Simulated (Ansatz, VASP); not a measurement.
## Two plane-wave programs on SiC

Contents of INCAR:

```
  PREC = Accurate
  ENCUT = 520
  EDIFF = 1E-7
  ISMEAR = 0
  SIGMA = 0.05
  LREAL = F
  LASPH = T
  NELM = 60
  ALGO = Normal
  ISIF = 2
  LWAVE = F
  LCHARG = T
  GGA = PS
  LELF = T
  LVHAR = T
  NBANDS = 11
```

Contents of KPOINTS:

```
regular mesh
0
Gamma
  10 10 10
```

Contents of POSCAR:

```
SiC
1.0
    0.0000000000      2.1239298452      2.1239298452
    2.1239298452      0.0000000000      2.1239298452
    2.1239298452      2.1239298452      0.0000000000
Si C
1 1
Direct
    0.0047117304     -0.0047117304      0.0047117304
    0.7389826870      0.7610173130      0.7389826870
```

Input for Ansatz:

```yaml
crystal:
  lattice:
    - [0.0, 2.1239298452, 2.1239298452]
    - [2.1239298452, 0.0, 2.1239298452]
    - [2.1239298452, 2.1239298452, 0.0]
  atoms:
    - { symbol: Si, position: [0.0047117304, -0.0047117304, 0.0047117304] }
    - { symbol: C, position: [0.738982687, 0.761017313, 0.738982687] }
basis:
  ecutwfc: 520.0
kpoints:
  mp_grid: { grid: [10, 10, 10] }
hamiltonian:
  xc: pbesol
scf:
  occupations: { method: gaussian, width: 0.05 }
output:
  forces: true
  stress: true
  eigenvalues: true
```

Change from the starting cell: mode 6 frozen in at -0.048 Å, equal normal strain along x, y and z -0.0250.

Alike in both runs: task single point; functional PBEsol; k mesh 10 × 10 × 10; occupations gaussian, width 0.05 eV; no spin polarisation.

|  | VASP | Ansatz |
| --- | --- | --- |
| version | VASP 6.6.1 | Ansatz 0.2.0 |
| potentials or method | VASP PAW PBE potentials, release 64 (Si, C), cutoff 520 eV | scalar-relativistic, plane waves, PAW |
| valence electrons in the cell | 8 | 8 |

```csv
,VASP,Ansatz,Ansatz less VASP
gap on the k mesh at the Fermi level (eV),0.84,0.85,+0.010
least direct gap on the mesh (eV),4.36,4.37,+0.011
pressure (GPa),20.6,20.2,-0.40
"traceless stress, the component that is largest in VASP (GPa)",-7.31,-7.24,+0.067
rms of the force components (eV/Å),0.874,0.872,-0.0023
```

VASP's potentials were made for PBE, not for PBEsol. Atom by atom the forces differ by 0.002 eV/Å (rms over components).
